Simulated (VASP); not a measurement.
A run of VASP 6.6.1:

The input INCAR:

```
ALGO = Normal ; EDIFF = 1E-7
EDIFFG = -0.01 ; ENCUT = 600
GGA = PS ; IBRION = 2
ISIF = 4 ; ISMEAR = 0
LASPH = T ; LCHARG = F
LREAL = F ; LWAVE = F
NELM = 60 ; NSW = 50
PREC = Accurate ; SIGMA = 0.02
```

Contents of KPOINTS:

```
k-points
0
Gamma
  6 8 6
```

The input POSCAR:

```
AlGa3N4
1.0
    5.2437949317      0.0000000000      0.0001643765
    0.0000000000      3.2268158253      0.0000000000
   -0.0036132826      0.0000000000      5.5857378502
Al Ga N
1 3 4
Direct
    0.0004939711      0.5000000000      0.6673221816
    0.4991534352      0.5000000000      0.3348584639
    0.4990930219      0.0000000000      0.8316163383
    0.9998431657      0.0000000000      0.1662341129
    0.1197241624      0.5000000000      0.3401153470
    0.1176565080      0.0000000000      0.8263725370
    0.6205067521      0.0000000000      0.1662371495
    0.6311289935      0.5000000000      0.6672448698
```

Potentials or basis: VASP PAW PBE potentials, release 64 (Al, Ga_d, N).

Command:

```console
$ cat potpaw_PBE.64/Al/POTCAR potpaw_PBE.64/Ga_d/POTCAR potpaw_PBE.64/N/POTCAR > POTCAR
$ mpirun -np 1 vasp_std > vasp.out
```

Hardware: 1 thread of Oxide Virtual Turin-like Processor, with other jobs on the host.

Task: Estimate the wall time of this run.

Result: Wall time 20 min on 1 thread of Oxide Virtual Turin-like Processor, with other jobs on the host, peak memory 0.45 GiB. Counts: scf iterations 23, k points 100, ion steps 2.
